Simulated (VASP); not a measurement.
A run of VASP 6.6.1 is set up as follows.

The input INCAR:

```
SYSTEM = Cr
ALGO = Normal ; EDIFF = 1E-6
ENCUT = 500 ; GGA = PE
GGA_COMPAT = .FALSE. ; ISIF = 2
ISMEAR = 0 ; LASPH = .TRUE.
LCHARG = .TRUE. ; LELF = .TRUE.
LREAL = .FALSE. ; LVHAR = .TRUE.
LWAVE = .FALSE. ; NBANDS = 12
NELM = 120 ; PREC = Accurate
SIGMA = 0.1
```

File KPOINTS:

```
k-points
0
G
  21 21 18
  0 0 0
```

File POSCAR:

```
Cr
1.0
    2.4576011921      0.0000000000      0.0000000000
   -1.2288005960      2.1283450647      0.0000000000
    0.0000000000      0.0000000000      2.3677673213
Cr
1
Direct
    0.0000000000      0.0000000000      0.5000000000
```

Potentials or basis: VASP PAW PBE potentials, release 64 (Cr_pv).

Command:

```sh
$ cat potpaw_PBE.64/Cr_pv/POTCAR > POTCAR
$ mpirun -np 1 vasp_std > vasp.out
```

Task: Predict the band gap on the k mesh.

Result: Zero (band 6 reaches 10.66 eV, above the bottom of band 7 at 9.57 eV).

Task: Estimate the pressure.

Result: -0.5 GPa.

Stress tensor (GPa, compression positive):
```
  7.35   0.00   0.00
  0.00   7.35   0.00
  0.00   0.00 -16.28
```

Caveat: the cell differs from its parent crystal (Mo replaced by Cr, lengths x 0.942, strained); the run has no spin polarisation, though such a crystal can be magnetic. Spin polarisation is off, so any magnetic state and its effect on volume and gap are missing.
